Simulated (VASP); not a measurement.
Set up this calculation in VASP 6.6.1, as the native input.

| Item | Value |
| --- | --- |
| Task | single point |
| Functional | SVWN5 |
| Potentials or basis | VASP PAW PBE potentials, release 64 (Ga_d) |
| Cutoff | 520 eV |
| k mesh | 13 × 13 × 13 |
| Occupations | gaussian, width 0.01 eV |
| Spin | non-collinear spin, zero start, spin-orbit coupling |
| Starting moments | [[0.0, 0.0, 0.0]] μB |
| Dipole correction | no |
| Further INCAR settings | ALGO = Fast; EDIFF = 1e-06; NBANDS = 24 |

The structure of Ga lies in POSCAR:

```
Ga
1.0
   -1.2851619276      1.2851619276      2.1455501503
    1.2851619276     -1.2851619276      2.1455501503
    1.2851619276      1.2851619276     -2.1455501503
Ga
1
Direct
    0.0000000000      0.0000000000      0.0000000000
```

These files were run (other wordings do the same):

INCAR

```
PREC = Accurate
ENCUT = 520
EDIFF = 1E-6
ISMEAR = 0
SIGMA = 0.01
LREAL = F
LASPH = T
NELM = 150
ALGO = Fast
ISIF = 2
LWAVE = F
LCHARG = T
MAGMOM = 0 0 0
LORBIT = 11
LSORBIT = T
GGA_COMPAT = F
LORBMOM = T
GGA = VW
LVHAR = T
NBANDS = 24
```

KPOINTS

```
regular mesh
0
Gamma
  13 13 13
```

Potentials or basis: VASP PAW PBE potentials, release 64 (Ga_d).

Launch:

```console
$ cat potpaw_PBE.64/Ga_d/POTCAR > POTCAR
$ mpirun -np 1 vasp_ncl > vasp.out
```

Results of the run:

The pressure is 19.2 GPa and the net moment is 0.00 μB per cell. The valence electrons inside the program's atomic spheres are Ga 11.78.

Caveat: the PAW data sets were made with another functional, which shifts forces and pressure a little.

It took 6.2 min on 1 thread of AMD EPYC 7R13, with other jobs on the host, peak memory 0.21 GiB.
